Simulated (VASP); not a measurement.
# Ta (I4/mmm) in VASP: further runs

Runs on Ta. Level: PBEsol. Tasks: single point.

Program: VASP 6.6.1. These are calculated values, not measurements. Logs are shortened: lines on timing, memory, paths and dates and some standing lists are left out, and cuts for length are marked.

**1. The cell of the first run**

It takes space group I4/mmm (No. 139, tetragonal). Conventional cell: a = 3.303 Å, b = 3.303 Å, c = 3.203 Å, α = 90.00°, β = 90.00°, γ = 90.00°. Ta (site symmetry 4/mmm) has 14 Ta at 2.83 to 3.30 Å within 3.7 Å.

**2. Single point, PBEsol (strain +0.000 along x and y, -0.030 along z)**

INCAR

```
SYSTEM = Ta
ALGO = Normal
EDIFF = 1E-6
ENCUT = 520
GGA = PS
ISIF = 2
ISMEAR = 0
LASPH = .TRUE.
LCHARG = .FALSE.
LREAL = .FALSE.
LWAVE = .FALSE.
NBANDS = 12
NELM = 60
PREC = Accurate
SIGMA = 0.15
```

KPOINTS

```
k-points
0
G
  20 20 20
  0 0 0
```

POSCAR

```
Ta
1.0
   -1.6512800000      1.6512800000      1.6017416000
    1.6512800000     -1.6512800000      1.6017416000
    1.6512800000      1.6512800000     -1.6017416000
Ta
1
Direct
    0.0000000000      0.0000000000      0.0000000000
```

Potentials or basis: VASP PAW PBE potentials, release 64 (Ta_pv).

Started as:

```sh
> cat potpaw_PBE.64/Ta_pv/POTCAR > POTCAR
> mpirun -np 1 vasp_std > vasp.out
```

OUTCAR:

```text
SYSTEM = Ta
   EDIFF = 1E-6
   ENCUT = 520
   GGA = PS
   ISIF = 2
   ISMEAR = 0
   LASPH = .TRUE.
   LREAL = .FALSE.
   NELM = 60
   PREC = Accurate

 ion  position               nearest neighbor table
   1  0.000  0.000  0.000-

  LATTYP: Found a body centered tetragonal cell.
 ALAT       =     3.3025600000
 C/A-ratio  =     0.9700000000

  Lattice vectors:

 A1 = (  -1.6512800000,   1.6512800000,   1.6017416000)
 A2 = (   1.6512800000,  -1.6512800000,   1.6017416000)
 A3 = (   1.6512800000,   1.6512800000,  -1.6017416000)

Analysis of symmetry for initial positions (statically):
=====================================================================
 Subroutine PRICEL returns:
 Original cell was already a primitive cell.

 Routine SETGRP: Setting up the symmetry group for a
 body centered tetragonal supercell.

 Subroutine GETGRP returns: Found 16 space group operations
 (whereof 16 operations were pure point group operations)
 out of a pool of 16 trial point group operations.

The static configuration has the point symmetry D_4h.

Analysis of symmetry for dynamics (positions and initial velocities):
=====================================================================
 Subroutine PRICEL returns:
 Original cell was already a primitive cell.

 Routine SETGRP: Setting up the symmetry group for a
 body centered tetragonal supercell.

 Subroutine GETGRP returns: Found 16 space group operations
 (whereof 16 operations were pure point group operations)
 out of a pool of 16 trial point group operations.

The dynamic configuration has the point symmetry D_4h.

 Subroutine INISYM returns: Found 16 space group operations
 (whereof 16 operations are pure point group operations),
 and found     1 'primitive' translations

----------------------------------------------------------------------------------------

                                     Primitive cell

  volume of cell :      17.4700

  direct lattice vectors                    reciprocal lattice vectors
    -1.651280000  1.651280000  1.601741600     0.000000000  0.302795407  0.312160214
     1.651280000 -1.651280000  1.601741600     0.302795407  0.000000000  0.312160214
     1.651280000  1.651280000 -1.601741600     0.302795407  0.302795407  0.000000000

  length of vectors
     2.831788733  2.831788733  2.831788733     0.434889707  0.434889707  0.428217371

  position of ions in fractional coordinates (direct lattice)
[... 83 lines left out ...]
   ISIF   =      2    stress and relaxation
   ISYM   =      2    0-nonsym 1-usesym 2-fastsym
   POTIM  = 0.5000    time-step for ionic-motion
   TEBEG  =    0.0;   TEEND  =   0.0 temperature during run
   PSTRESS=    0.0 pullay stress
   NELECT =      11.0000    total number of electrons
   NUPDOWN=      -1.0000    fix difference up-down
   EMIN   =  10.00;   EMAX   =-10.00  energy-range for DOS
   EFERMI =   0.00;   METHOD = LEGACY
   ISMEAR =     0;   SIGMA  =   0.15  broadening in eV -4-tet -1-fermi 0-gaus
   EFERMI_NEDOS =   21; number of points for ismear=-14 and -15
   IALGO  =     38    algorithm
   IMIX   =      4    mixing-type and parameters
     AMIX     =   0.40;   BMIX     =  1.00
     AMIX_MAG =   1.60;   BMIX_MAG =  1.00
  volume/ion in A,a.u.               =      17.47       117.89
  Fermi-wavevector in a.u.,A,eV,Ry     =   1.403162  2.651591 26.788009  1.968863
  Thomas-Fermi vector in A             =   2.525851
   LORBIT       =      0    0 simple, 1 ext, 2 COOP (PROOUT), +10 PAW based schemes
   GGA     = PS    functional components
   LHFCALC =     F    Hartree Fock is set to
   AEXX    =    0.0000 exact exchange contribution
   IVDW    =     0    specifies the selected vdW correction
   LEPSILON=     F    determine dielectric tensor
   LRPA    =     F    only Hartree local field effects (RPA)
 non-spin polarized calculation
 Gauss-broadening in eV      SIGMA  =   0.15
  energy-cutoff  :      520.00
  volume of cell :       17.47
 maximum number of plane-waves:       482
 NGX is ok and might be reduce to    24
   NGX = 11   NGY = 11   NGZ = 11

 number of electron      11.0000001 magnetization

 Free energy of the ion-electron system (eV)
  ---------------------------------------------------
  ext. energy  EPLUGINS =         0.00000000
  ---------------------------------------------------
  free energy    TOTEN  =       -12.55225973 eV

  energy without entropy =      -12.53776779  energy(sigma->0) =      -12.54501376

 E-fermi :   5.5592     XC(G=0): -12.8856

 val. band max:        5.5550800633   @ k =   0.4000   0.4000  -0.0000
 cond. band min:       5.5595652988   @ k =  -0.3500   0.3500   0.1500
 fundamental gap:      0.0044852355
 Fermi energy:         5.5592042292

 k-point     1 :       0.0000    0.0000    0.0000
  band No.  band energies     occupation
      1     -27.3376      2.00000
      2     -27.3376      2.00000
      3     -27.3290      2.00000
      4      -2.4764      2.00000
      5       6.0255      0.00001
      6       6.4329      0.00000
      7       6.4329      0.00000
      8       9.3749      0.00000
      9       9.9413      0.00000
     10      20.3349      0.00000
     11      20.5749      0.00000
     12      20.5749      0.00000
[... 331 lines left out ...]
 k-point    24 :      -0.3500    0.0500    0.0000
  band No.  band energies     occupation
      1     -28.3011      2.00000
      2     -27.6568      2.00000
      3     -27.3608      2.00000
      4       0.8126      2.00000
      5       4.3518      2.00000
      6       5.4787      1.55202
      7       9.4707      0.00000
      8      10.1508      0.00000
      9      10.7904      0.00000
     10      19.5367      0.00000
     11      20.3178      0.00000
     12      21.3064      0.00000

 [... further k-points ...]

------------------------ aborting loop because EDIFF is reached ----------------------------------------

  FORCE on cell =-STRESS in cart. coord.  units (eV):
  Direction    XX          YY          ZZ          XY          YZ          ZX
  --------------------------------------------------------------------------------------
  -------------------------------------------------------------------------------------
  Total        0.1622760      0.1622760      0.5899271      0.0000000     -0.0000000      0.0000000
  in kB       14.8823293     14.8823293     54.1022169      0.0000000     -0.0000000      0.0000000
  external PRESSURE =      27.9556251 kB  Pullay stress =       0.0000000 kB

 VOLUME and BASIS-vectors are now :
 -----------------------------------------------------------------------------
  energy-cutoff  :      520.00
  volume of cell :       17.47
      direct lattice vectors                 reciprocal lattice vectors
    -1.651280000  1.651280000  1.601741600     0.000000000  0.302795407  0.312160214
     1.651280000 -1.651280000  1.601741600     0.302795407  0.000000000  0.312160214
     1.651280000  1.651280000 -1.601741600     0.302795407  0.302795407  0.000000000

 POSITION                                       TOTAL-FORCE (eV/Angst)
 -----------------------------------------------------------------------------------
      0.00000      0.00000      0.00000         0.000000     -0.000000      0.000000
 -----------------------------------------------------------------------------------
    total drift:                               -0.000000      0.000000     -0.000000

  FREE ENERGIE OF THE ION-ELECTRON SYSTEM (eV)
  ---------------------------------------------------
  free  energy   TOTEN  =       -12.5522597333 eV

  energy  without entropy=      -12.5377677897  energy(sigma->0) =      -12.54501376
```

OSZICAR:

```text
N       E                     dE             d eps       ncg     rms          rms(c)
DAV:   1     0.609020737161E+02    0.60902E+02   -0.61050E+03 15432   0.881E+02
DAV:   2    -0.120247485719E+02   -0.72927E+02   -0.71053E+02 17128   0.247E+02
DAV:   3    -0.130388430825E+02   -0.10141E+01   -0.10058E+01 18284   0.275E+01
DAV:   4    -0.130413645758E+02   -0.25215E-02   -0.25211E-02 17200   0.152E+00
DAV:   5    -0.130413720741E+02   -0.74982E-05   -0.74988E-05 18012   0.794E-02    0.146E+01
DAV:   6    -0.126690045338E+02    0.37237E+00   -0.29045E-01 18308   0.571E+00    0.714E+00
DAV:   7    -0.125539338252E+02    0.11507E+00   -0.26377E-01 17940   0.502E+00    0.366E-01
DAV:   8    -0.125523175551E+02    0.16163E-02   -0.70038E-03 16376   0.768E-01    0.149E-01
DAV:   9    -0.125522628773E+02    0.54678E-04   -0.14977E-04 17924   0.132E-01    0.241E-02
DAV:  10    -0.125522598589E+02    0.30183E-05   -0.34268E-06 16936   0.200E-02    0.308E-03
DAV:  11    -0.125522597333E+02    0.12566E-06   -0.87629E-08  9192   0.328E-03
   1 F= -.12552260E+02 E0= -.12545014E+02  d E =-.144919E-01
```

Run time: 92 s. Hardware: 1 thread of Intel Xeon 8259CL, shared host; peak memory 0.25 GiB.

What came out:

```
Free energy            : -12.5523 eV
Pressure               : 2.8 GPa
Band gap on the k mesh : zero (an odd number of electrons rules out a gap without spin polarisation)
```

Caveat: the cell differs from its parent crystal (strain +0.000 along x and y, -0.030 along z); the PAW data sets were made with another functional, which shifts forces and pressure a little; spin-orbit coupling is left out, which moves the levels of the heavy elements.

**3. Single point, PBEsol (strain -0.015 along x and y, +0.000 along z)**

INCAR

```
PREC = Accurate
ENCUT = 520
EDIFF = 1E-6
ISMEAR = 0
SIGMA = 0.15
LREAL = F
LASPH = T
NELM = 60
ALGO = Normal
ISIF = 2
LWAVE = F
LCHARG = F
GGA = PS
NBANDS = 12
```

KPOINTS

```
Automatic mesh
0
Gamma
  20 20 20
```

POSCAR

```
Ta
1.0
   -1.6265108000      1.6265108000      1.6512800000
    1.6265108000     -1.6265108000      1.6512800000
    1.6265108000      1.6265108000     -1.6512800000
Ta
1
Direct
    0.0000000000      0.0000000000      0.0000000000
```

Potentials or basis: VASP PAW PBE potentials, release 64 (Ta_pv).

Started as:

```sh
> cat potpaw_PBE.64/Ta_pv/POTCAR > POTCAR
> mpirun -np 1 vasp_std > vasp.out
```

OUTCAR:

```text
PREC = Accurate
   ENCUT = 520
   EDIFF = 1E-6
   ISMEAR = 0
   LREAL = F
   LASPH = T
   NELM = 60
   ISIF = 2
   GGA = PS

 ion  position               nearest neighbor table
   1  0.000  0.000  0.000-

  LATTYP: Found a body centered tetragonal cell.
 ALAT       =     3.2530216000
 C/A-ratio  =     1.0152284264

  Lattice vectors:

 A1 = (  -1.6265108000,   1.6265108000,   1.6512800000)
 A2 = (   1.6265108000,  -1.6265108000,   1.6512800000)
 A3 = (   1.6265108000,   1.6265108000,  -1.6512800000)

Analysis of symmetry for initial positions (statically):
=====================================================================
 Subroutine PRICEL returns:
 Original cell was already a primitive cell.

 Routine SETGRP: Setting up the symmetry group for a
 body centered tetragonal supercell.

 Subroutine GETGRP returns: Found 16 space group operations
 (whereof 16 operations were pure point group operations)
 out of a pool of 16 trial point group operations.

The static configuration has the point symmetry D_4h.

[... 167 lines left out ...]
  band No.  band energies     occupation
      1     -27.3408      2.00000
      2     -27.3372      2.00000
      3     -27.3372      2.00000
      4      -2.4776      2.00000
      5       6.2220      0.00000
      6       6.2220      0.00000
      7       6.4185      0.00000
      8       9.5261      0.00000
      9       9.7985      0.00000
     10      20.3313      0.00000
     11      20.5695      0.00000
     12      20.8472      0.00000
[... 331 lines left out ...]
 k-point    24 :      -0.3500    0.0500    0.0000
  band No.  band energies     occupation
      1     -28.3116      2.00000
      2     -27.6453      2.00000
      3     -27.3566      2.00000
      4       0.7803      2.00000
      5       4.5177      2.00000
      6       5.4294      1.75295
      7       9.1875      0.00000
      8      10.2466      0.00000
      9      10.7892      0.00000
     10      19.7334      0.00000
     11      20.2630      0.00000
     12      20.7618      0.00000

 [... further k-points ...]

------------------------ aborting loop because EDIFF is reached ----------------------------------------

  FORCE on cell =-STRESS in cart. coord.  units (eV):
  Direction    XX          YY          ZZ          XY          YZ          ZX
  --------------------------------------------------------------------------------------
  -------------------------------------------------------------------------------------
  Total        0.3655315      0.3655315      0.1478702      0.0000000      0.0000000      0.0000000
  in kB       33.5151209     33.5151209     13.5580316      0.0000000      0.0000000      0.0000000
  external PRESSURE =      26.8627578 kB  Pullay stress =       0.0000000 kB

 VOLUME and BASIS-vectors are now :
 -----------------------------------------------------------------------------
  energy-cutoff  :      520.00
  volume of cell :       17.47
      direct lattice vectors                 reciprocal lattice vectors
    -1.626510800  1.626510800  1.651280000     0.000000000  0.307406505  0.302795407
     1.626510800 -1.626510800  1.651280000     0.307406505  0.000000000  0.302795407
     1.626510800  1.626510800 -1.651280000     0.307406505  0.307406505  0.000000000

 POSITION                                       TOTAL-FORCE (eV/Angst)
 -----------------------------------------------------------------------------------
      0.00000      0.00000      0.00000         0.000000     -0.000000     -0.000000
 -----------------------------------------------------------------------------------
    total drift:                                0.000000      0.000000      0.000000

  FREE ENERGIE OF THE ION-ELECTRON SYSTEM (eV)
  ---------------------------------------------------
  free  energy   TOTEN  =       -12.5556555909 eV

  energy  without entropy=      -12.5414409718  energy(sigma->0) =      -12.54854828
```

OSZICAR:

```text
N       E                     dE             d eps       ncg     rms          rms(c)
DAV:   1     0.600319260079E+02    0.60032E+02   -0.61160E+03 15416   0.880E+02
DAV:   2    -0.120652654660E+02   -0.72097E+02   -0.70294E+02 17100   0.246E+02
DAV:   3    -0.130426024301E+02   -0.97734E+00   -0.96793E+00 18456   0.271E+01
DAV:   4    -0.130450295803E+02   -0.24272E-02   -0.24269E-02 16904   0.149E+00
DAV:   5    -0.130450368180E+02   -0.72376E-05   -0.72373E-05 18408   0.781E-02    0.146E+01
DAV:   6    -0.126726584514E+02    0.37238E+00   -0.29062E-01 18236   0.571E+00    0.713E+00
DAV:   7    -0.125573556826E+02    0.11530E+00   -0.26441E-01 17960   0.503E+00    0.363E-01
DAV:   8    -0.125557169740E+02    0.16387E-02   -0.68485E-03 16324   0.769E-01    0.155E-01
DAV:   9    -0.125556587030E+02    0.58271E-04   -0.15756E-04 17872   0.135E-01    0.242E-02
DAV:  10    -0.125556557052E+02    0.29979E-05   -0.34560E-06 16964   0.202E-02    0.303E-03
DAV:  11    -0.125556555909E+02    0.11423E-06   -0.89033E-08  9124   0.331E-03
   1 F= -.12555656E+02 E0= -.12548548E+02  d E =-.142146E-01
```

stdout:

```text
POSCAR found type information on POSCAR Ta
 POSCAR found :  1 types and       1 ions
 scaLAPACK will be used
 -----------------------------------------------------------------------------
|                                                                             |
|                                                                             |
|     You enforced a specific xc type in the INCAR file but a different       |
|     I HOPE YOU KNOW WHAT YOU ARE DOING!                                     |
|                                                                             |
 -----------------------------------------------------------------------------

 LDA part: xc-table for (Slater+PW92), standard interpolation
 POSCAR, INCAR and KPOINTS ok, starting setup
 FFT: planning ... GRIDC
 FFT: planning ... GRID_SOFT
 FFT: planning ... GRID
 WAVECAR not read
 entering main loop
```

It took 98 s on 1 thread of Intel Xeon 8259CL, shared host; peak memory 0.25 GiB.

Results:

```
Free energy            : -12.5557 eV
Pressure               : 2.7 GPa
Band gap on the k mesh : zero (an odd number of electrons rules out a gap without spin polarisation)
```

Stress tensor (GPa, compression positive):
```
3.35 0.00 0.00
0.00 3.35 0.00
0.00 0.00 1.36
```

Caveat: the cell differs from its parent crystal (strain -0.015 along x and y, +0.000 along z); the PAW data sets were made with another functional, which shifts forces and pressure a little; spin-orbit coupling is left out, which moves the levels of the heavy elements.
